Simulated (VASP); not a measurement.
# Pd (Fm-3m) in VASP: density of states with PBE

Aim: the density of states of Pd with PBE.

Program: VASP 6.6.1. These are calculated values, not measurements. Logs are shortened: lines on timing, memory, paths and dates and some standing lists are left out, and cuts for length are marked.

### 1 The cell of the first run

Symmetry: Fm-3m, No. 225, cubic system. The conventional cell has a = 3.942 Å, b = 3.942 Å, c = 3.942 Å, α = 90.00°, β = 90.00°, γ = 90.00°. Within 3.7 Å of Pd (site symmetry m-3m) lie 12 Pd at 2.79 Å.

### 2 Density of states, PBE

POSCAR

```
Pd
1.0
    0.0000000000      1.9709678968      1.9709678968
    1.9709678968      0.0000000000      1.9709678968
    1.9709678968      1.9709678968      0.0000000000
Pd
1
Direct
    0.0000000000      0.0000000000      0.0000000000
```

INCAR.step1

```
SYSTEM = Pd
ALGO = Normal
EDIFF = 1E-6
ENCUT = 520
GGA = PE
ISIF = 2
ISMEAR = 0
LASPH = .TRUE.
LCHARG = .TRUE.
LMAXMIX = 4
LREAL = .FALSE.
LWAVE = .FALSE.
NBANDS = 11
NELM = 100
PREC = Accurate
SIGMA = 0.05
```

KPOINTS.step1

```
k-points
0
G
  18 18 18
  0 0 0
```

INCAR.step2

```
SYSTEM = Pd
ALGO = Normal
EDIFF = 1E-6
ENCUT = 520
GGA = PE
ICHARG = 11
ISIF = 2
ISMEAR = -5
LASPH = .TRUE.
LCHARG = .FALSE.
LMAXMIX = 4
LORBIT = 11
LREAL = .FALSE.
LWAVE = .FALSE.
NEDOS = 2001
NELM = 100
PREC = Accurate
SIGMA = 0.05
```

KPOINTS.step2

```
k-points
0
G
  27 27 27
  0 0 0
```

Potentials or basis: VASP PAW PBE potentials, release 64 (Pd).

Launch:

```sh
$ cat potpaw_PBE.64/Pd/POTCAR > POTCAR
$ cp INCAR.step1 INCAR
$ cp KPOINTS.step1 KPOINTS
$ mpirun -np 1 vasp_std > vasp.out
$ cp INCAR.step2 INCAR
$ cp KPOINTS.step2 KPOINTS
$ mpirun -np 1 vasp_std > vasp.out
```

OUTCAR:

```text
SYSTEM = Pd
   EDIFF = 1E-6
   ENCUT = 520
   GGA = PE
   ICHARG = 11
   ISIF = 2
   ISMEAR = -5
   LASPH = .TRUE.
   LORBIT = 11
   LREAL = .FALSE.
   NELM = 100
   PREC = Accurate

 ion  position               nearest neighbor table
   1  0.000  0.000  0.000-

  LATTYP: Found a face centered cubic cell.
 ALAT       =     3.9419357936

  Lattice vectors:

 A1 = (   0.0000000000,   1.9709678968,   1.9709678968)
 A2 = (   1.9709678968,   0.0000000000,   1.9709678968)
 A3 = (   1.9709678968,   1.9709678968,   0.0000000000)

Analysis of symmetry for initial positions (statically):
=====================================================================
 Subroutine PRICEL returns:
 Original cell was already a primitive cell.

 Routine SETGRP: Setting up the symmetry group for a
 face centered cubic supercell.

 Subroutine GETGRP returns: Found 48 space group operations
 (whereof 48 operations were pure point group operations)
 out of a pool of 48 trial point group operations.

The static configuration has the point symmetry O_h .

Analysis of symmetry for dynamics (positions and initial velocities):
=====================================================================
 Subroutine PRICEL returns:
 Original cell was already a primitive cell.

 Routine SETGRP: Setting up the symmetry group for a
 face centered cubic supercell.

 Subroutine GETGRP returns: Found 48 space group operations
 (whereof 48 operations were pure point group operations)
 out of a pool of 48 trial point group operations.

The dynamic configuration has the point symmetry O_h .

 Subroutine INISYM returns: Found 48 space group operations
 (whereof 48 operations are pure point group operations),
 and found     1 'primitive' translations

----------------------------------------------------------------------------------------

                                     Primitive cell

  volume of cell :      15.3133

  direct lattice vectors                    reciprocal lattice vectors
     0.000000000  1.970967897  1.970967897    -0.253682468  0.253682468  0.253682468
     1.970967897  0.000000000  1.970967897     0.253682468 -0.253682468  0.253682468
     1.970967897  1.970967897  0.000000000     0.253682468  0.253682468 -0.253682468

  length of vectors
[... 81 lines left out ...]
   NELM   =    100;   NELMIN=  2; NELMDL=  0     # of ELM steps
   EDIFF  = 0.1E-05   stopping-criterion for ELM
   LREAL  =      F    real-space projection
   EDIFFG = 0.1E-04   stopping-criterion for IOM
   NSW    =      0    number of steps for IOM
   IBRION =     -1    ionic relax: 0-MD 1-quasi-New 2-CG
   NFREE  =      0    steps in history (QN), initial steepest desc. (CG)
   ISIF   =      2    stress and relaxation
   ISYM   =      2    0-nonsym 1-usesym 2-fastsym
   POTIM  = 0.5000    time-step for ionic-motion
   TEBEG  =    0.0;   TEEND  =   0.0 temperature during run
   PSTRESS=    0.0 pullay stress
   NELECT =      10.0000    total number of electrons
   NUPDOWN=      -1.0000    fix difference up-down
   EMIN   =  10.00;   EMAX   =-10.00  energy-range for DOS
   EFERMI =   0.00;   METHOD = LEGACY
   ISMEAR =    -5;   SIGMA  =   0.05  broadening in eV -4-tet -1-fermi 0-gaus
   EFERMI_NEDOS =   21; number of points for ismear=-14 and -15
   IALGO  =     38    algorithm
   IMIX   =      4    mixing-type and parameters
     AMIX     =   0.40;   BMIX     =  1.00
     AMIX_MAG =   1.60;   BMIX_MAG =  1.00
  volume/ion in A,a.u.               =      15.31       103.34
  Fermi-wavevector in a.u.,A,eV,Ry     =   1.420317  2.684010 27.447038  2.017300
  Thomas-Fermi vector in A             =   2.541245
   LORBIT       =     11    0 simple, 1 ext, 2 COOP (PROOUT), +10 PAW based schemes
   GGA     = PE    functional components
   LHFCALC =     F    Hartree Fock is set to
   AEXX    =    0.0000 exact exchange contribution
   IVDW    =     0    specifies the selected vdW correction
   LEPSILON=     F    determine dielectric tensor
   LRPA    =     F    only Hartree local field effects (RPA)
 non-spin polarized calculation
 Fermi weights with tetrahedron method with Bloechl corrections
  energy-cutoff  :      520.00
  volume of cell :       15.31
 maximum number of plane-waves:       428
 NGX is ok and might be reduce to    24

 number of electron      10.0000000 magnetization

 Free energy of the ion-electron system (eV)
  ---------------------------------------------------
  ext. energy  EPLUGINS =         0.00000000
  ---------------------------------------------------
  free energy    TOTEN  =        -5.21615336 eV

  energy without entropy =       -5.21615336  energy(sigma->0) =       -5.21615336

 E-fermi :   9.1454     XC(G=0): -12.9520

 val. band max:        9.1580955376   @ k =   0.4815   0.1111   0.0000
 cond. band min:       9.0614848518   @ k =   0.4074   0.0000   0.0000
 fundamental gap:     -0.0966106858
 Fermi energy:         9.1453664611

 k-point     1 :       0.0000    0.0000    0.0000
  band No.  band energies     occupation
      1       2.3100      2.00000
      2       6.4892      2.00000
      3       6.4892      2.00000
      4       6.4892      2.00000
      5       8.0043      2.00000
      6       8.0043      2.00000
      7      26.3303      0.00000
      8      30.8954      0.00000
      9      30.8955      0.00000
[... 265 lines left out ...]
 k-point    24 :       0.3704    0.0370    0.0000
  band No.  band energies     occupation
      1       4.2727      2.00000
      2       6.5642      2.00000
      3       6.6295      2.00000
      4       7.7964      2.00000
      5       8.8091      2.00000
      6       8.8617      1.92654
      7      19.4556      0.00000
      8      26.3700      0.00000
      9      30.3905      0.00000

 [... further k-points ...]
[... 5 lines left out ...]
  --------------------------------------------------------------------------------------
  -------------------------------------------------------------------------------------
  Total        0.0182449      0.0182449      0.0182449      0.0000000     -0.0000000     -0.0000000
  in kB        1.9089044      1.9089044      1.9089044      0.0000000     -0.0000000     -0.0000000
  external PRESSURE =       1.9089044 kB  Pullay stress =       0.0000000 kB

 VOLUME and BASIS-vectors are now :
 -----------------------------------------------------------------------------
  energy-cutoff  :      520.00
  volume of cell :       15.31
      direct lattice vectors                 reciprocal lattice vectors
     0.000000000  1.970967897  1.970967897    -0.253682468  0.253682468  0.253682468
     1.970967897  0.000000000  1.970967897     0.253682468 -0.253682468  0.253682468
     1.970967897  1.970967897  0.000000000     0.253682468  0.253682468 -0.253682468

 POSITION                                       TOTAL-FORCE (eV/Angst)
 -----------------------------------------------------------------------------------
      0.00000      0.00000      0.00000         0.000000     -0.000000      0.000000
 -----------------------------------------------------------------------------------
    total drift:                                0.000000      0.000000      0.000000

  FREE ENERGIE OF THE ION-ELECTRON SYSTEM (eV)
  ---------------------------------------------------
  free  energy   TOTEN  =        -5.2161533635 eV

  energy  without entropy=       -5.2161533635  energy(sigma->0) =       -5.21615336

 total charge

# of ion       s       p       d       tot
------------------------------------------
    1        0.470   0.438   8.458   9.366
```

It took 37 s on 1 thread of Intel Xeon Platinum 8559C (Emerald Rapids), shared host; peak memory 0.21 GiB.

Results:

* Valence electrons inside the program's atomic spheres: Pd 9.37

Levels at points of the mesh, in eV from the Fermi level:
```csv
k point,band 2,band 3,band 4,band 5,band 6,band 7,band 8,band 9
"(0.00, 0.00, 0.00)",-2.66,-2.66,-2.66,-1.14,-1.14,17.18,21.75,21.75
```

Caveat: tetrahedron occupations give inexact forces and stress in metals.
